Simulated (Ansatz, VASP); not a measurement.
Mg3Zn2O3 in VASP and in Ansatz

```
CELL_PARAMETERS angstrom
3.03170 0.00000 0.00000
-1.51585 2.62553 0.00000
0.00000 0.00000 11.75391
ATOMIC_POSITIONS crystal
Mg 0.00000 0.00000 0.98936
Mg 0.66667 0.33333 0.40850
Mg 0.33333 0.66667 0.19944
Zn 0.00000 0.00000 0.62307
Zn 0.33333 0.66667 0.79971
O 0.33333 0.66667 0.50513
O 0.66667 0.33333 0.09114
O 0.00000 0.00000 0.29964
```

Alike in both runs: functional PBE; k mesh 6 × 6 × 2; occupations gaussian, width 0.2 eV; no spin polarisation.

Ansatz relaxed the structure, and its values are those at the end. VASP's run is a single point on that final structure, the one shown.

```csv
,VASP,Ansatz
version,VASP 6.6.1,Ansatz 0.2.0
potentials or method,"VASP PAW PBE potentials, release 64 (Mg, Zn, O), cutoff 520 eV","scalar-relativistic, plane waves, PAW"
valence electrons in the cell,48,72
```

```csv
,VASP,Ansatz,Ansatz less VASP
gap on the k mesh at the Fermi level (eV),0.45,0.46,+0.005
least direct gap on the mesh (eV),0.68,0.69,+0.007
pressure (GPa),-0.4,-0.1,+0.28
rms of the force components (eV/Å),0.021,0.013,-0.0085
```

VASP's potentials hold 48 valence electrons a cell and Ansatz's 72, so a difference there can come from the potentials and not from the codes.
